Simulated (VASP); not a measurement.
Wanted: the native input for a VASP 6.6.1 run.

```yaml
Task: single point
Functional: LDA
Potentials_or_basis: VASP PAW LDA potentials, release 64 (Rb_sv, Cu, Bi_d, I)
Cutoff: 520 eV
k_mesh: 3 × 3 × 3
Occupations: gaussian, width 0.01 eV
Spin: no spin polarisation
Dipole_correction: no
Further_INCAR_settings: ALGO = Normal; EDIFF = 1e-06; NBANDS = 54
```

The structure of Rb2CuBiI6 lies in POSCAR:

```
Rb2CuBiI6
1.0
    0.0000000000      5.9455740000      5.9455740000
    5.9455740000      0.0000000000      5.9455740000
    5.9455740000      5.9455740000      0.0000000000
Rb Cu Bi I
2 1 1 6
Direct
    0.7500000000      0.7500000000      0.7500000000
    0.2500000000      0.2500000000      0.2500000000
    0.5000000000      0.5000000000      0.5000000000
    0.0000000000      0.0000000000      0.0000000000
    0.7393650000      0.2606350000      0.2606350000
    0.2606350000      0.2606350000      0.7393650000
    0.2606350000      0.7393650000      0.7393650000
    0.2606350000      0.7393650000      0.2606350000
    0.7393650000      0.2606350000      0.7393650000
    0.7393650000      0.7393650000      0.2606350000
```

These files were run (other wordings do the same):

INCAR

```
ALGO = Normal
EDIFF = 1E-6
ENCUT = 520
GGA = CA
ISIF = 2
ISMEAR = 0
LASPH = T
LCHARG = F
LREAL = F
LWAVE = F
NBANDS = 54
NELM = 80
PREC = Accurate
SIGMA = 0.01
```

KPOINTS

```
k-points
0
Gamma
  3 3 3
```

Potentials or basis: VASP PAW LDA potentials, release 64 (Rb_sv, Cu, Bi_d, I).

Launch:

```console
$ cat potpaw_LDA.64/Rb_sv/POTCAR potpaw_LDA.64/Cu/POTCAR potpaw_LDA.64/Bi_d/POTCAR potpaw_LDA.64/I/POTCAR > POTCAR
$ mpirun -np 1 vasp_std > vasp.out
```

It gave:

```yaml
Pressure: -2.3 GPa
Largest_force: 0.071 eV/Å
Band_gap_on_the_k_mesh: 0.79 eV, indirect (least direct gap 1.20 eV)
```

Caveat: spin-orbit coupling is left out, which moves the levels of the heavy elements.

Run time: 110 s on 1 thread of Intel(R) Xeon(R) Platinum 8488C (Sapphire Rapids), on a shared host, peak memory 0.48 GiB.
